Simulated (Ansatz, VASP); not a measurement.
## ZrH4: VASP beside Ansatz

```
Zr H
1.0
     3.20731    0.00000    0.00000
    -1.60365    2.77761    0.00000
     0.00000    0.00000    4.09853
Zr H
1 4
Direct
  0.00000 0.00000 0.50000
  0.33333 0.66667 0.75518
  0.33333 0.66667 0.24482
  0.66667 0.33333 0.24482
  0.66667 0.33333 0.75518
```

Alike in both runs: task single point; functional PBE; k mesh 6 × 6 × 4; occupations gaussian, width 0.1 eV; collinear spin.

|  | VASP | Ansatz |
| --- | --- | --- |
| version | VASP 6.6.1 | Ansatz 0.2.0 |
| potentials or method | VASP PAW PBE potentials, release 64 (Zr_sv, H), cutoff 520 eV | scalar-relativistic, plane waves, PAW |
| valence electrons in the cell | 16 | 16 |

|  | VASP | Ansatz | Ansatz less VASP |
| --- | --- | --- | --- |
| gap on the k mesh at the Fermi level (eV) | none | none | - |
| pressure (GPa) | -0.1 | 0.0 | +0.08 |
| traceless stress, the component that is largest in VASP (GPa) | 0.09 | 0.16 | +0.069 |
| rms of the force components (eV/Å) | 0.005 | 0.003 | -0.0019 |
| net moment per atom (μB) | 0.01 | 0.00 | -0.004 |

Atom by atom the forces differ by 0.002 eV/Å (rms over components). A gap of «none» marks a metal or a gap that the smearing closes. Ansatz's warnings: seeded moment not kept.

The k mesh is coarse, so the values compare programs but aren't converged.
